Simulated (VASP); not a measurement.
# SiNi2 (Pnma) in VASP: notebook, part 2 of 2

VASP 6.6.1.

## (5) Single point, PBE+U

This run uses another cell than the first one, of 10.87 Å³/atom, 1.020 times its volume.

INCAR

```
ALGO = Fast
EDIFF = 1E-6
ENCUT = 520
GGA = PE
ISIF = 2
ISMEAR = -1
LASPH = T
LCHARG = F
LDAU = T
LDAUJ = 0 0
LDAUL = 2 -1
LDAUPRINT = 1
LDAUTYPE = 2
LDAUU = 5 0
LMAXMIX = 4
LREAL = F
LWAVE = F
NBANDS = 60
NELM = 150
PREC = Accurate
SIGMA = 0.05
```

KPOINTS

```
k-points
0
Gamma
  4 6 3
```

POSCAR

```
SiNi2
1.0
    4.9900000000      0.0000000000      0.0000000000
    0.0000000000      3.7200000000      0.0000000000
    0.0000000000      0.0000000000      7.0300000000
Ni Si
8 4
Direct
    0.3250000000      0.7500000000      0.9370000000
    0.6750000000      0.2500000000      0.0630000000
    0.1750000000      0.2500000000      0.4370000000
    0.8250000000      0.7500000000      0.5630000000
    0.4580000000      0.7500000000      0.2970000000
    0.5420000000      0.2500000000      0.7030000000
    0.0420000000      0.2500000000      0.7970000000
    0.9580000000      0.7500000000      0.2030000000
    0.7860000000      0.7500000000      0.8860000000
    0.2140000000      0.2500000000      0.1140000000
    0.7140000000      0.2500000000      0.3860000000
    0.2860000000      0.7500000000      0.6140000000
```

Launch:

```sh
$ cat potpaw_PBE.64/Ni/POTCAR potpaw_PBE.64/Si/POTCAR > POTCAR
$ mpirun -np 1 vasp_std > vasp.out
```

Wall time 2.6 min (1 thread of AMD EPYC 7R13 (Zen 3), shared host); peak memory 0.28 GiB.

It converged, with:

```
Free energy            : -48.5479 eV
Pressure               : -8.4 GPa
Largest force          : 0.265 eV/Å
Band gap on the k mesh : zero (band 48 reaches 11.91 eV, above the bottom of band 49 at 10.23 eV)
```

Forces in eV/Å, atoms in the order of the input:
```
Ni   0.203  0.000  0.170
Ni  -0.203  0.000 -0.170
Ni  -0.203  0.000  0.170
Ni   0.203  0.000 -0.170
Ni   0.087  0.000 -0.039
Ni  -0.087  0.000  0.039
Ni  -0.087  0.000 -0.039
Ni   0.087  0.000  0.039
Si  -0.059  0.000  0.103
Si   0.059  0.000 -0.103
Si   0.059  0.000  0.103
Si  -0.059  0.000 -0.103
```

Stress tensor (GPa, compression positive):
```
-8.72  0.00  0.00
 0.00 -8.92  0.00
 0.00  0.00 -7.66
```

Levels at points of the mesh, in eV from the Fermi level:
| k point | band 44 | band 45 | band 46 | band 47 | band 48 | band 49 | band 50 | band 51 | band 52 | band 53 |
| --- | --- | --- | --- | --- | --- | --- | --- | --- | --- | --- |
| (0.00, 0.00, 0.00) | -1.26 | -1.24 | -1.18 | -0.86 | -0.43 | 0.79 | 1.00 | 2.37 | 2.50 | 2.84 |
| (0.50, 0.00, 0.00) | -1.40 | -1.19 | -1.19 | 1.46 | 1.46 | 2.22 | 2.22 | 2.95 | 2.95 | 3.64 |
| (0.00, 0.50, 0.00) | -1.56 | -1.26 | -1.26 | -1.22 | -1.22 | 0.75 | 0.75 | 1.58 | 1.58 | 1.98 |
| (0.50, 0.50, 0.00) | -1.67 | -0.95 | -0.95 | -0.95 | -0.95 | -0.02 | -0.02 | -0.02 | -0.02 | 4.52 |

Eigenvalues of the final occupation matrices:
```tsv
site	spin	trace	eigenvalues
site 1 d	1	4.39	0.86 0.87 0.88 0.88 0.90
site 1 d	2	4.39	0.86 0.87 0.88 0.88 0.90
site 2 d	1	4.39	0.86 0.87 0.88 0.88 0.90
site 2 d	2	4.39	0.86 0.87 0.88 0.88 0.90
site 3 d	1	4.39	0.86 0.87 0.88 0.88 0.90
site 3 d	2	4.39	0.86 0.87 0.88 0.88 0.90
site 4 d	1	4.39	0.86 0.87 0.88 0.88 0.90
site 4 d	2	4.39	0.86 0.87 0.88 0.88 0.90
site 5 d	1	4.38	0.84 0.87 0.88 0.88 0.91
site 5 d	2	4.38	0.84 0.87 0.88 0.88 0.91
site 6 d	1	4.38	0.84 0.87 0.88 0.88 0.91
site 6 d	2	4.38	0.84 0.87 0.88 0.88 0.91
```

Caveat: U without spin polarisation on a metal has little footing; the U is typed as a test and isn't derived for this compound. Spin polarisation is off, so any magnetic state and its effect on volume and gap are missing.

## (6) Single point, revPBE, collinear spin, ferromagnetic start

This run uses another cell than the first one, of 10.87 Å³/atom, 1.020 times its volume.

INCAR

```
SYSTEM = SiNi2
  PREC = Accurate
  ENCUT = 520
  EDIFF = 1E-6
  ISMEAR = -1
  SIGMA = 0.05
  LREAL = .FALSE.
  LASPH = .TRUE.
  NELM = 150
  ALGO = Normal
  ISIF = 2
  LWAVE = .FALSE.
  LCHARG = .FALSE.
  ISPIN = 2
  MAGMOM = 1 1 1 1 1 1 1 1 0 0 0 0
  LORBIT = 11
  LMAXMIX = 4
  GGA = RE
  NBANDS = 64
```

KPOINTS

```
regular mesh
0
G
  5 5 3
  0 0 0
```

POSCAR is that of step 5.

Potentials or basis: VASP PAW PBE potentials, release 64 (Ni, Si).

Launch:

```sh
$ cat potpaw_PBE.64/Ni/POTCAR potpaw_PBE.64/Si/POTCAR > POTCAR
$ mpirun -np 1 vasp_std > vasp.out
```

OUTCAR:

```text
SYSTEM = SiNi2
   PREC = Accurate
   ENCUT = 520
   EDIFF = 1E-6
   ISMEAR = -1
   LREAL = .FALSE.
   LASPH = .TRUE.
   NELM = 150
   ISIF = 2
   ISPIN = 2
   LORBIT = 11
   GGA = RE

 ion  position               nearest neighbor table
   1  0.325  0.750  0.937-  12 2.28  10 2.31  10 2.31   9 2.33   7 2.53   7 2.53   5 2.62   8 2.62
                             2 2.70   2 2.70   6 2.71   6 2.71   9 2.71
   2  0.675  0.250  0.063-  11 2.28   9 2.31   9 2.31  10 2.33   8 2.53   8 2.53   6 2.62   7 2.62
                             1 2.70   1 2.70   5 2.71   5 2.71  10 2.71
   3  0.175  0.250  0.437-  10 2.28  12 2.31  12 2.31  11 2.33   5 2.53   5 2.53   7 2.62   6 2.62
                             4 2.70   4 2.70   8 2.71   8 2.71  11 2.71
   4  0.825  0.750  0.563-   9 2.28  11 2.31  11 2.31  12 2.33   6 2.53   6 2.53   8 2.62   5 2.62
                             3 2.70   3 2.70   7 2.71   7 2.71  12 2.71
   5  0.458  0.750  0.297-  11 2.34  11 2.34  12 2.39   3 2.53   3 2.53  10 2.57  10 2.57   8 2.58
                             8 2.58   1 2.62   4 2.62   2 2.71   2 2.71
   6  0.542  0.250  0.703-  12 2.34  12 2.34  11 2.39   4 2.53   4 2.53   9 2.57   9 2.57   7 2.58
[... 2550 lines left out ...]
  free  energy   TOTEN  =       -67.6177478475 eV

  energy  without entropy=      -67.5618339043  energy(sigma->0) =      -67.58979088

 total charge

# of ion       s       p       d       tot
------------------------------------------
    1        0.482   0.600   8.479   9.561
    2        0.482   0.600   8.479   9.561
    3        0.482   0.600   8.479   9.561
    4        0.482   0.600   8.479   9.561
    5        0.445   0.556   8.458   9.460
    6        0.445   0.556   8.458   9.460
    7        0.445   0.556   8.458   9.460
    8        0.445   0.556   8.458   9.460
    9        0.731   0.897   0.000   1.628
   10        0.731   0.897   0.000   1.628
   11        0.731   0.897   0.000   1.628
   12        0.731   0.897   0.000   1.628
--------------------------------------------------
tot          6.633   8.214  67.747  82.594

 magnetization (x)

# of ion       s       p       d       tot
------------------------------------------
    1        0.000   0.000   0.000   0.000
    2        0.000   0.000   0.000   0.000
    3        0.000   0.000   0.000   0.000
    4        0.000   0.000   0.000   0.000
    5        0.000   0.000   0.000   0.000
    6        0.000   0.000   0.000   0.000
    7        0.000   0.000   0.000   0.000
    8        0.000   0.000   0.000   0.000
    9       -0.000   0.000   0.000   0.000
   10       -0.000   0.000   0.000   0.000
   11       -0.000   0.000   0.000   0.000
   12       -0.000   0.000   0.000   0.000
--------------------------------------------------
tot          0.000   0.000   0.000   0.000
```

Wall time 7.3 min (1 thread of Intel Xeon Platinum 8259CL at 2.50GHz (Skylake/Cascade Lake), shared host); peak memory 0.4 GiB.

Results:

```
Free energy                                           : -67.6177 eV
Pressure                                              : 6.9 GPa
Largest force                                         : 0.354 eV/Å
Band gap on the k mesh                                : zero (filled and empty bands overlap)
Net moment                                            : 0.00 μB per cell
Valence electrons inside the program's atomic spheres : Ni 9.56, 9.46; Si 1.63
```

Forces in eV/Å, atoms in the order of the input:
```
Ni   0.259  0.000  0.242
Ni  -0.259  0.000 -0.242
Ni  -0.259  0.000  0.242
Ni   0.259  0.000 -0.242
Ni   0.092  0.000 -0.265
Ni  -0.092  0.000  0.265
Ni  -0.092  0.000 -0.265
Ni   0.092  0.000  0.265
Si  -0.031  0.000  0.042
Si   0.031  0.000 -0.042
Si   0.031  0.000  0.042
Si  -0.031  0.000 -0.042
```

Caveat: the PAW data sets were made with another functional, which shifts forces and pressure a little.

## (7) The runs side by side

```tsv
level	spin	U	cell	k mesh	gap on the mesh (eV)	pressure (GPa)	moment (μB)	largest force (eV/Å)
PBE	collinear, ferromagnetic start	-	a = 4.890, b = 3.720, c = 7.030 Å, 12 atoms	5 × 5 × 3	none	7.2	0.00	0.02
PBE	collinear, ferromagnetic start	-	a = 4.990, b = 3.720, c = 7.030 Å, 12 atoms	5 × 5 × 3	none	3.2	0.00	0.01
PBE	collinear, ferromagnetic start	-	a = 4.940, b = 3.720, c = 7.030 Å, 12 atoms	5 × 5 × 3	none	5.1	0.00	0.01
PBE+U	off	Ni d U = 5.0 eV	a = 4.990, b = 3.720, c = 7.030 Å, 12 atoms	4 × 6 × 3	none	-8.4	-	0.26
revPBE	collinear, ferromagnetic start	-	a = 4.990, b = 3.720, c = 7.030 Å, 12 atoms	5 × 5 × 3	none	6.9	0.00	0.35
```

Some of these runs hold the atoms at other places in the same cell, which the table doesn't show; runs alike in all that it shows share one row.

Alike in all rows: task single point; potentials or basis VASP PAW PBE potentials, release 64 (Ni, Si); cutoff (eV) 520; smearing fermi-dirac 0.05 eV.

Caveats: U without spin polarisation on a metal has little footing (some runs); the U is typed as a test and isn't derived for this compound (some runs); the PAW data sets were made with another functional, which shifts forces and pressure a little (some runs).

Absolute energies hang on the potentials; compare differences alone.
